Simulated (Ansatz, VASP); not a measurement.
Two plane-wave programs on GaN

The input POSCAR:

```
GaN
1.0
    0.0000000000      2.2535006075      2.2535006075
    2.2535006075      0.0000000000      2.2535006075
    2.2535006075      2.2535006075      0.0000000000
Ga N
1 1
Direct
    0.0288226704      0.0288226704      0.0288226704
    0.7500000000      0.7500000000      0.7500000000
```

File INCAR.step1:

```
PREC = Accurate
ENCUT = 520
ISMEAR = 0
SIGMA = 0.2
LREAL = False
LASPH = True
NELM = 60
NBANDS = 16
GGA = PE
ALGO = Normal
EDIFF = 1E-4
LWAVE = True
LCHARG = False
```

The input INCAR.step2:

```
PREC = Accurate
ENCUT = 520
EDIFF = 1E-6
ISMEAR = 0
SIGMA = 0.2
LREAL = False
LASPH = True
NELM = 60
ALGO = Normal
ISIF = 2
LWAVE = False
LCHARG = False
METAGGA = R2SCAN
LMIXTAU = True
NBANDS = 16
ISTART = 1
```

The input KPOINTS:

```
Automatic mesh
0
Gamma
  10 10 10
```

Input for Ansatz:

```yaml
crystal:
  lattice:
    - [0.0, 2.2535006075, 2.2535006075]
    - [2.2535006075, 0.0, 2.2535006075]
    - [2.2535006075, 2.2535006075, 0.0]
  atoms:
    - { symbol: Ga, position: [0.0288226704, 0.0288226704, 0.0288226704] }
    - { symbol: "N", position: [0.75, 0.75, 0.75] }
basis:
  ecutwfc: 500
kpoints:
  mp_grid: { grid: [10, 10, 10] }
hamiltonian:
  xc: r2scan
scf:
  occupations: { method: gaussian, width: 0.2 }
output:
  forces: true
  stress: true
  eigenvalues: true
```

Change from the starting cell: all Ga atoms moved -0.225 Å, as atom 1 towards its neighbour atom 2 (N) at 1.952 Å.

Alike in both runs: task single point; functional r2SCAN; k mesh 10 × 10 × 10; occupations gaussian, width 0.2 eV; no spin polarisation.

|  | VASP | Ansatz |
| --- | --- | --- |
| version | VASP 6.6.1 | Ansatz 0.2.0 |
| potentials or method | VASP PAW PBE potentials, release 64 (Ga_d, N), cutoff 520 eV | scalar-relativistic, plane waves, PAW |
| valence electrons in the cell | 18 | 18 |

Ansatz gave:

```
gap on the k mesh at the Fermi level (eV)                     : 1.83
least direct gap on the mesh (eV)                             : 1.83
pressure (GPa)                                                : 2.3
traceless stress, the component that is largest in VASP (GPa) : -3.76
rms of the force components (eV/Å)                            : 0.889
```

What did VASP give for the same quantities?

gap on the k mesh at the Fermi level (eV): 1.82; least direct gap on the mesh (eV): 1.82; pressure (GPa): 3.4; traceless stress, the component that is largest in VASP (GPa): -4.10; rms of the force components (eV/Å): 0.912.

VASP's potentials were made for PBE, not for r2SCAN. Atom by atom the forces differ by 0.023 eV/Å (rms over components). The functional is the same, so the differences come from potentials, cutoffs and numerics.
